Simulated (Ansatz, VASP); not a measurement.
## Al2Cu in VASP and in Ansatz

Contents of POSCAR:

```
Al2Cu
1.0
   -2.0273575168      2.0273575168      2.8669875134
    2.0273575168     -2.0273575168      2.8669875134
    2.0273575168      2.0273575168     -2.8669875134
Al Cu
2 1
Direct
    0.7500000000      0.3147394448      0.5647394448
    0.2500000000      0.8147394448      0.5647394448
    0.5000000000      0.4450234533     -0.0549765467
```

File INCAR.step1:

```
PREC     = Accurate       # precision mode
ENCUT    = 520            # plane-wave cutoff, eV
ISMEAR   = 0              # smearing method
SIGMA    = 0.15           # smearing width, eV
LREAL    = F              # projectors in reciprocal space
LASPH    = T              # aspherical terms in the spheres
NELM     = 80             # most SCF steps
NBANDS   = 16             # bands
GGA      = PE             # functional
ALGO     = Normal         # electronic algorithm
EDIFF    = 1E-4           # SCF threshold, eV
LWAVE    = T              # write WAVECAR
LCHARG   = F              # write CHGCAR
```

The input INCAR.step2:

```
PREC     = Accurate       # precision mode
ENCUT    = 520            # plane-wave cutoff, eV
EDIFF    = 1E-6           # SCF threshold, eV
ISMEAR   = 0              # smearing method
SIGMA    = 0.15           # smearing width, eV
LREAL    = F              # projectors in reciprocal space
LASPH    = T              # aspherical terms in the spheres
NELM     = 80             # most SCF steps
ALGO     = Normal         # electronic algorithm
ISIF     = 2              # what is computed and relaxed
LWAVE    = F              # write WAVECAR
LCHARG   = F              # write CHGCAR
METAGGA  = R2SCAN         # meta-GGA
LMIXTAU  = T            
NBANDS   = 16             # bands
ISTART   = 1
```

Contents of KPOINTS:

```
Automatic mesh
0
Gamma
  16 16 16
```

Input for Ansatz:

```yaml
crystal:
  lattice:
    - [-2.0273575168, 2.0273575168, 2.8669875134]
    - [2.0273575168, -2.0273575168, 2.8669875134]
    - [2.0273575168, 2.0273575168, -2.8669875134]
  atoms:
    - { symbol: Al, position: [0.75, 0.3147394448, 0.5647394448] }
    - { symbol: Al, position: [0.25, 0.8147394448, 0.5647394448] }
    - { symbol: Cu, position: [0.5, 0.4450234533, -0.0549765467] }
basis:
  ecutwfc: 500
kpoints:
  mp_grid: { grid: [16, 16, 16] }
hamiltonian:
  xc: r2scan
scf:
  occupations: { method: gaussian, width: 0.15 }
output:
  forces: true
  stress: true
  eigenvalues: true
  write_density: true
  write_potential: true
  elf: true
  volumetric_format: npy
```

Change from the starting cell: mode 4 (268.8 1/cm) frozen in, largest displacement +0.263 Å.

Alike in both runs: task single point; functional r2SCAN; k mesh 16 × 16 × 16; occupations gaussian, width 0.15 eV; no spin polarisation.

```csv
,VASP,Ansatz
version,VASP 6.6.1,Ansatz 0.2.0
potentials or method,"VASP PAW PBE potentials, release 64 (Al, Cu), cutoff 520 eV","scalar-relativistic, plane waves, PAW"
valence electrons in the cell,17,25
```

```tsv
	VASP	Ansatz	Ansatz less VASP
gap on the k mesh at the Fermi level (eV)	none	none	-
pressure (GPa)	9.2	9.3	+0.11
traceless stress, the component that is largest in VASP (GPa)	-10.79	-10.74	+0.043
rms of the force components (eV/Å)	2.122	2.121	-0.0006
```

VASP's potentials were made for PBE, not for r2SCAN. Atom by atom the forces differ by 0.005 eV/Å (rms over components). A gap of «none» marks a metal or a gap that the smearing closes. VASP's potentials hold 17 valence electrons a cell and Ansatz's 25, so a difference there can come from the potentials and not from the codes.
